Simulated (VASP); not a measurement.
Set up this calculation in VASP 6.6.1, as the native input.

* Task: single point
* Functional: PBE
* Potentials or basis: VASP PAW PBE potentials, release 64 (Mg, O)
* Cutoff: 600 eV
* k mesh: 6 × 6 × 6
* Occupations: gaussian, width 0.01 eV
* Spin: no spin polarisation
* Dipole correction: no
* Further INCAR settings: ALGO = Normal; EDIFF = 1e-06; NBANDS = 11

The structure of MgO lies in POSCAR:

```
MgO
1.0
    0.0000000000      2.1060000000      2.1060000000
    2.1060000000      0.0000000000      2.1060000000
    2.1060000000      2.1060000000      0.0000000000
Mg O
1 1
Direct
    0.0000000000      0.0000000000      0.0000000000
    0.5000000000      0.5000000000      0.5000000000
```

The input as run:

INCAR

```
SYSTEM = MgO
  PREC = Accurate
  ENCUT = 600
  EDIFF = 1E-6
  ISMEAR = 0
  SIGMA = 0.01
  LREAL = .FALSE.
  LASPH = .TRUE.
  NELM = 120
  ALGO = Normal
  ISIF = 2
  LWAVE = .FALSE.
  LCHARG = .FALSE.
  GGA = PE
  NBANDS = 11
  GGA_COMPAT = .FALSE.
```

KPOINTS

```
regular mesh
0
G
  6 6 6
  0 0 0
```

Potentials or basis: VASP PAW PBE potentials, release 64 (Mg, O).

The run is started by

```sh
$ cat potpaw_PBE.64/Mg/POTCAR potpaw_PBE.64/O/POTCAR > POTCAR
$ mpirun -np 1 vasp_std > vasp.out
```

It gave:

```yaml
Pressure: 3.7 GPa
Band_gap_on_the_k_mesh: 4.73 eV, direct
```

Caveat: the k points lie up to 0.43 Å⁻¹ apart.

It took 2.2 s on 1 thread of Intel(R) Xeon(R) 6975P-C (Granite Rapids), with other jobs on the host, peak memory 0.13 GiB.
